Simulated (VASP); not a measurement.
Here is a VASP 6.6.1 calculation.

The input INCAR:

```
AGGAC = 1.0 ; AGGAX = 1.0
ALDAC = 0.0 ; ALDAX = 1.0
ALGO = Normal ; EDIFF = 1E-6
ENCUT = 520 ; GGA = B5
ISIF = 2 ; ISMEAR = -1
LASPH = T ; LCHARG = T
LELF = T ; LREAL = F
LVHAR = T ; LWAVE = F
NBANDS = 10 ; NELM = 60
PREC = Accurate ; SIGMA = 0.1
```

File KPOINTS:

```
k-points
0
Gamma
  32 32 18
```

Contents of POSCAR:

```
B
1.0
   -4.6014817840      4.7802874024      0.7905604765
    4.7802874024     -4.6014817840      0.7905604765
    2.0473695582      2.0473695582     -0.4630776589
B
2
Direct
    0.0889931286      0.9110068714      0.0000000000
    0.6610068714      0.3389931286      0.5000000000
```

Potentials or basis: VASP PAW PBE potentials, release 64 (B).

The run is started by

```console
$ cat potpaw_PBE.64/B/POTCAR > POTCAR
$ mpirun -np 1 vasp_std > vasp.out
```

(1) Estimate the band gap on the k mesh.

(2) Estimate the pressure.

Answers

(1) zero (bands 3 and 4 overlap by 10.60 eV).

(2) -0.1 GPa.

Caveat: the PAW data sets were made with another functional, which shifts forces and pressure a little.
